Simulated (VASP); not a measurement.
MgZn4O:

```xyz
6
Lattice="4.5869 0.0000 0.0000 -2.2935 3.9724 0.0000 0.0000 0.0000 5.2696" Properties=species:S:1:pos:R:3 pbc="T T T"
Mg    0.0000    0.0000    0.2002
Zn    3.2588    0.7668    1.8978
Zn    2.2935    2.4389    1.8978
Zn    1.3281    0.7668    1.8978
Zn    2.2935    1.3241    3.4906
O     0.0000    2.6483    2.4210
```

```yaml
Program: VASP 6.6.1
Task: relaxation of cell and atoms
Functional: PBE
Potentials_or_basis: VASP PAW PBE potentials, release 64 (Mg, Zn, O)
Cutoff: 600 eV
k_mesh: 4 × 4 × 3
Occupations: gaussian, width 0.2 eV
Spin: no spin polarisation
```

At the start: pressure 55.2 GPa; volume 16.00 Å³/atom.

Problem. How do energy, volume and symmetry change on relaxing?

Solution. Over 25 steps the energy falls by 1862.2 meV/atom and the volume is 17.57 Å³/atom (+9.8 %); space group P3m1 (No. 156, to 0.05 Å).

Step by step:
| step | energy change (eV) | largest force (eV/Å) | pressure (GPa) | volume (Å³) |
| --- | --- | --- | --- | --- |
| 1 | 0.0000 | 19.2685 | 55.23 | 96.02 |
| 2 | 12.0533 | 45.2322 | 30.51 | 194.74 |
| 3 | -7.3554 | 6.6494 | 4.43 | 128.60 |
| 4 | -7.8124 | 5.8793 | 4.44 | 124.54 |
| 5 | -8.4979 | 6.6257 | 9.84 | 109.12 |
| 6 | -8.5297 | 6.4037 | 7.27 | 113.16 |
| 7 | -8.5423 | 6.4641 | 7.86 | 112.04 |
| 8 | -10.2598 | 1.0549 | -3.53 | 129.69 |
| 9 | -10.2599 | 1.0436 | -3.54 | 129.79 |
| 10 | -10.5027 | 0.8659 | -1.58 | 123.59 |
| 11 | -10.5946 | 0.6645 | 1.20 | 117.68 |
| 12 | -10.6852 | 0.5085 | 0.58 | 117.98 |
| 13 | -10.7957 | 0.9566 | -0.71 | 118.73 |
| 14 | -10.8621 | 0.5722 | -1.09 | 118.27 |
| 15 | -10.9331 | 0.5164 | -1.68 | 117.11 |
| 16 | -10.9728 | 0.5396 | -1.02 | 114.65 |
| 17 | -11.0352 | 0.6418 | 1.29 | 107.42 |
| 18 | -11.0864 | 0.5368 | 0.91 | 106.60 |
| 19 | -11.1147 | 0.7759 | 0.57 | 104.01 |
| 20 | -11.1282 | 0.5047 | 0.47 | 105.05 |
| 21 | -11.1590 | 0.2108 | -0.01 | 105.21 |
| 22 | -11.1625 | 0.1373 | -0.20 | 105.28 |
| 23 | -11.1689 | 0.0879 | 0.14 | 104.97 |
| 24 | -11.1707 | 0.0816 | 0.45 | 104.70 |
| 25 | -11.1731 | 0.0484 | 0.10 | 105.44 |

Final structure:
```cif
data_structure
_symmetry_space_group_name_H-M 'P 1'
_symmetry_Int_Tables_number 1
_cell_length_a 4.8657
_cell_length_b 4.8657
_cell_length_c 5.1426
_cell_angle_alpha 90.000
_cell_angle_beta 90.000
_cell_angle_gamma 120.000
_cell_volume 105.44
loop_
_atom_site_label
_atom_site_type_symbol
_atom_site_fract_x
_atom_site_fract_y
_atom_site_fract_z
_atom_site_occupancy
Mg1 Mg 0.00000 0.00000 0.87416 1
Zn1 Zn 0.83282 0.16718 0.37185 1
Zn2 Zn 0.83282 0.66563 0.37185 1
Zn3 Zn 0.33437 0.16718 0.37185 1
Zn4 Zn 0.66667 0.33333 0.86766 1
O1 O 0.33333 0.66667 0.38288 1
```

Caveat: the k points lie up to 0.41 Å⁻¹ apart in the final cell; the relaxation stopped at a loose force limit of 0.08 eV/Å, so its end isn't a converged minimum.
